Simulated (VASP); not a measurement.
Runs of VASP 6.6.1 on Si. The structure is that of space group Fd-3m (No. 227), or close to it. The cells are those of the table. 

| cell | smearing | gap on the mesh (eV) | pressure (GPa) |
| --- | --- | --- | --- |
| a = 3.185 Å, angles 60.0°, 2 atoms | fermi-dirac 0.08 eV | none | (a) |
| a = 2.883 Å, angles 60.0°, 2 atoms | fermi-dirac 0.08 eV | none | 398.4 |
| a = 3.820 Å, angles 60.0°, 2 atoms | fermi-dirac 0.08 eV | 0.44 | (b) |
| a = 3.359 Å, angles 60.0°, 2 atoms | fermi-dirac 0.08 eV | none | 80.4 |
| a = 3.660 Å, angles 60.0°, 2 atoms | fermi-dirac 0.08 eV | 0.20 | 16.2 |
| a = 3.820 Å, angles 60.0°, 2 atoms | methfessel-paxton 0.05 eV | 0.44 | (c) |
| a = 3.032 Å, angles 60.0°, 2 atoms | fermi-dirac 0.08 eV | none | 251.9 |

Alike in all rows: task single point; level LDA; potentials or basis VASP PAW LDA potentials, release 64 (Si); no spin polarisation; k mesh 12 × 12 × 12; cutoff (eV) 500.

Question: Estimate the missing entries.

Answer: (a) 152.1; (b) 0.0; (c) 0.1.

Caveats: the cell stands under pressure (at least some runs); semilocal functionals underestimate gaps, so a narrow gap can read as zero (at least some runs).

A k mesh can miss the band edges.

A gap of «none» marks levels without a gap at the run's occupations.
